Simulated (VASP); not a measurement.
# Pb in VASP: notebook, part 2 of 2

VASP 6.6.1. The steps go on from the part before.

### 3 Single point, PBE+D3(BJ), non-collinear spin, zero start, spin-orbit coupling (the cell strained at random)

Contents of INCAR:

```
PREC = Accurate
ENCUT = 520
EDIFF = 1E-6
ISMEAR = -1
SIGMA = 0.1
LREAL = False
LASPH = True
NELM = 150
ALGO = Normal
ISIF = 2
LWAVE = False
LCHARG = True
MAGMOM = 0 0 0
LORBIT = 11
LSORBIT = True
GGA_COMPAT = False
LORBMOM = True
GGA = PE
IVDW = 12
LVHAR = True
NBANDS = 25
```

Contents of KPOINTS:

```
regular mesh
0
Gamma
  7 7 7
```

Contents of POSCAR:

```
Pb
1.0
    0.0087130000      2.4756550000      2.4219030000
    2.5504680000     -0.0330030000      2.4636180000
    2.4892910000      2.4561940000      0.0281740000
Pb
1
Direct
    0.0008560000      0.0047160000      0.0024180000
```

Potentials or basis: VASP PAW PBE potentials, release 64 (Pb_d).

Launch:

```
cat potpaw_PBE.64/Pb_d/POTCAR > POTCAR
mpirun -np 1 vasp_ncl > vasp.out
```

OUTCAR:

```text
PREC = Accurate
   ENCUT = 520
   EDIFF = 1E-6
   ISMEAR = -1
   LREAL = False
   LASPH = True
   NELM = 150
   ISIF = 2
   LORBIT = 11
   LSORBIT = True
   GGA = PE
   IVDW = 12
 IVDW          = 12

 ion  position               nearest neighbor table
   1  0.001  0.005  0.002-

  LATTYP: Found a triclinic cell.
 ALAT       =     6.1220954560
 B/A-ratio  =     0.5712386886
 C/A-ratio  =     0.5833789447
 COS(alpha) =     0.0133378742
 COS(beta)  =     0.3125907723
 COS(gamma) =     0.8672306834

  Lattice vectors:

 A1 = (  -5.0397590000,  -2.4231910000,  -2.4917920000)
 A2 = (  -2.4892910000,  -2.4561940000,  -0.0281740000)
 A3 = (  -2.5417550000,   2.5086580000,  -0.0417150000)

Analysis of symmetry for initial positions (statically):
=====================================================================
 Subroutine PRICEL returns:
 Original cell was already a primitive cell.

 Routine SETGRP: Setting up the symmetry group for a
 triclinic supercell.

 Subroutine GETGRP returns: Found  2 space group operations
 (whereof  1 operations were pure point group operations)
 out of a pool of  2 trial point group operations.

The static configuration has the point symmetry C_1 .
 The point group associated with its full space group is S_2 .

Analysis of symmetry for dynamics (positions and initial velocities):
=====================================================================
 Subroutine PRICEL returns:
 Original cell was already a primitive cell.

 Routine SETGRP: Setting up the symmetry group for a
 triclinic supercell.

 Subroutine GETGRP returns: Found  2 space group operations
 (whereof  1 operations were pure point group operations)
 out of a pool of  2 trial point group operations.

The dynamic configuration has the point symmetry C_1 .
[... 856 lines left out ...]
  -------------------------------------------------------------------------------------
  Total       0.07140     0.12671     0.12334     0.07818     0.04106    -0.13697
  in kB       3.77265     6.69486     6.51693     4.13097     2.16969    -7.23738
  external pressure =        5.66 kB  Pullay stress =        0.00 kB

 VOLUME and BASIS-vectors are now :
 -----------------------------------------------------------------------------
  energy-cutoff  :      520.00
  volume of cell :       30.32
      direct lattice vectors                 reciprocal lattice vectors
     0.008713000  2.475655000  2.421903000    -0.199589027  0.199877646  0.209302737
     2.550468000 -0.033003000  2.463618000     0.193879121 -0.198814762  0.202529784
     2.489291000  2.456194000  0.028174000     0.203775502  0.203001238 -0.208239771

 POSITION                                       TOTAL-FORCE (eV/Angst)
 -----------------------------------------------------------------------------------
      0.01805      0.00790      0.01376         0.000000      0.000000     -0.000000
 -----------------------------------------------------------------------------------
    total drift:                                0.000005      0.000003     -0.000006

  FREE ENERGIE OF THE ION-ELECTRON SYSTEM (eV)
  ---------------------------------------------------
  free  energy   TOTEN  =        -4.5174039412 eV

  energy  without entropy=       -4.5046899364  energy(sigma->0) =       -4.51104694

 orbital moment (x)

 # of ion     p       d       tot
 ----------------------------------------
  1         0.000   0.000   0.000
 ----------------------------------------
            0.000   0.000   0.000

 orbital moment (y)

 # of ion     p       d       tot
 ----------------------------------------
  1         0.000  -0.000  -0.000
 ----------------------------------------
            0.000  -0.000  -0.000

 orbital moment (z)

 # of ion     p       d       tot
 ----------------------------------------
  1        -0.000   0.000   0.000
 ----------------------------------------
           -0.000   0.000   0.000

 Spin-Orbit-Coupling matrix elements

 Ion:    1  E_soc:     -1.1444046
 l=   1
     0.0000000    -0.1231100    -0.1231326
    -0.1231100     0.0000000    -0.1232112
    -0.1231326    -0.1232112     0.0000000
 l=   2
     0.0000000    -0.0135693     0.0000000    -0.0135735    -0.0540480
    -0.0135693     0.0000000    -0.0404903    -0.0135688    -0.0134964
     0.0000000    -0.0404903     0.0000000    -0.0405053     0.0000000
    -0.0135735    -0.0135688    -0.0405053     0.0000000    -0.0134968
    -0.0540480    -0.0134964     0.0000000    -0.0134968     0.0000000
 l=   3
     0.0000000     0.0000000     0.0000000     0.0000000     0.0000000     0.0000000     0.0000000
     0.0000000     0.0000000     0.0000000     0.0000000     0.0000000     0.0000000     0.0000000
     0.0000000     0.0000000     0.0000000     0.0000000     0.0000000     0.0000000     0.0000000
     0.0000000     0.0000000     0.0000000     0.0000000     0.0000000     0.0000000     0.0000000
     0.0000000     0.0000000     0.0000000     0.0000000     0.0000000     0.0000000     0.0000000
     0.0000000     0.0000000     0.0000000     0.0000000     0.0000000     0.0000000     0.0000000
     0.0000000     0.0000000     0.0000000     0.0000000     0.0000000     0.0000000     0.0000000

 total charge

# of ion       s       p       d       tot
------------------------------------------
    1        1.402   0.760   9.810  11.973

 magnetization (x)

# of ion       s       p       d       tot
------------------------------------------
    1        0.000  -0.000  -0.000   0.000

 magnetization (y)

# of ion       s       p       d       tot
------------------------------------------
    1        0.000  -0.000  -0.000   0.000

 magnetization (z)

# of ion       s       p       d       tot
------------------------------------------
    1       -0.000  -0.000  -0.000  -0.000
```

It took 2.4 min on 1 thread of Intel Xeon Platinum 8559C (Emerald Rapids), shared host; peak memory 0.37 GiB.

What came out:

```yaml
Free_energy: -4.5174 eV
Pressure: 0.6 GPa
Net_moment: 0.00 μB per cell
Valence_electrons_inside_the_program's_atomic_spheres: Pb 11.97
Dispersion_energy_per_atom: -0.410 eV
```

Stress tensor (GPa, compression positive):
```
 0.38  0.41 -0.72
 0.41  0.67  0.22
-0.72  0.22  0.65
```

Moments on the atoms (μB; x, y, z):
```
Pb  0.00 0.00 0.00
```

Caveat: the cell differs from its parent crystal (the cell strained at random); three body term missing.
